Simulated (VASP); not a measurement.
Here is a VASP 6.6.1 calculation.

The input INCAR:

```
SYSTEM = AlN
PREC = Accurate
ENCUT = 520
EDIFF = 1E-7
ISMEAR = 0
SIGMA = 0.05
LREAL = .False.
LASPH = .True.
NELM = 80
ALGO = Normal
ISIF = 2
LWAVE = .False.
LCHARG = .True.
GGA = PE
LELF = .True.
LVHAR = .True.
NBANDS = 26
```

The input KPOINTS:

```
regular mesh
0
Gamma
  8 8 3
  0 0 0
```

Contents of POSCAR:

```
AlN
1.0
   -3.1110021516      0.0000000000      0.0000000000
   -1.5555010758     -2.6942068945      0.0000000000
    0.0000000000      0.0000000000     11.9560000000
Al N
4 4
Direct
    0.3333333333      0.3333333333      0.7525706758
    0.3333333333      0.3333333333      0.3362106892
    0.6666666667      0.6666666667      0.1280306959
    0.6666666667      0.6666666667      0.5443906825
    0.3333333333      0.3333333333      0.0801492974
    0.3333333333      0.3333333333      0.4965092840
    0.6666666667      0.6666666667      0.2883292907
    0.6666666667      0.6666666667      0.7046892774
```

Potentials or basis: VASP PAW PBE potentials, release 64 (Al, N).

Command:

```bash
$ cat potpaw_PBE.64/Al/POTCAR potpaw_PBE.64/N/POTCAR > POTCAR
$ mpirun -np 1 vasp_std > vasp.out
```

Problem. What does it give for the largest force?

Solution. 2.249 eV/Å.

Problem. Predict the pressure.

Solution. 0.7 GPa.

Stress tensor (GPa, compression positive):
```
 2.64  0.00  0.00
 0.00  2.64  0.00
 0.00  0.00 -3.16
```

Caveat: the cell differs from its parent crystal (the distance across one plane changed); forces of over 1 eV/Å act on the atoms, so gaps and moduli don't describe the material at rest.
